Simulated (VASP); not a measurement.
The system is TbHgB4.

```
Tb B Hg
1.0
     3.38947    0.00000    0.00000
     0.00000    3.78440    0.00000
     0.00000    0.00000    5.87216
Tb B Hg
1 4 1
Direct
  0.50000 0.00000 0.50000
  0.00000 0.50000 0.66842
  0.50000 0.50000 0.16513
  0.50000 0.50000 0.83487
  0.00000 0.50000 0.33158
  0.00000 0.00000 0.00000
```

The cell was generated, and may not be a known phase.

```yaml
Program: VASP 6.6.1
Task: relaxation of cell and atoms
Functional: PBE
Potentials_or_basis: VASP PAW PBE potentials, release 64 (Tb_3, B, Hg), 4f in core
Cutoff: 500 eV
k_mesh: 5 × 4 × 3
Occupations: gaussian, width 0.2 eV
Spin: no spin polarisation
```

At the start: pressure -10.4 GPa; volume 12.55 Å³/atom.

**Question.** How do energy, volume and symmetry change on relaxing?

**Answer.** Over 7 steps the energy falls by 122.5 meV/atom and the volume is 11.88 Å³/atom (-5.4 %); space group Pmmm (No. 47, to 0.1 Å) before and after.

Step by step:
| step | energy change (eV) | largest force (eV/Å) | pressure (GPa) | volume (Å³) |
| --- | --- | --- | --- | --- |
| 1 | 0.0000 | 0.2745 | -10.37 | 75.32 |
| 2 | -0.5788 | 0.1444 | 10.38 | 66.54 |
| 3 | -0.6422 | 0.0460 | 4.41 | 68.42 |
| 4 | -0.7182 | 0.1003 | 0.35 | 70.67 |
| 5 | -0.7235 | 0.1430 | -1.16 | 71.72 |
| 6 | -0.7237 | 0.1368 | -0.92 | 71.55 |
| 7 | -0.7348 | 0.0258 | 0.24 | 71.29 |

Final structure:
```yaml
crystal:
  lattice:
    - [3.23524, 0.00000, 0.00000]
    - [0.00000, 4.07338, 0.00000]
    - [0.00000, 0.00000, 5.40983]
  atoms:
    - { symbol: Tb, position: [0.50000, 0.00000, 0.50000] }
    - { symbol: B, position: [0.00000, 0.50000, 0.66712] }
    - { symbol: B, position: [0.50000, 0.50000, 0.16150] }
    - { symbol: B, position: [0.50000, 0.50000, 0.83850] }
    - { symbol: B, position: [0.00000, 0.50000, 0.33288] }
    - { symbol: Hg, position: [0.00000, 0.00000, 0.00000] }
```

Caveat: the k points lie up to 0.39 Å⁻¹ apart in the final cell, too coarse for converged energies and pressures of a metal.
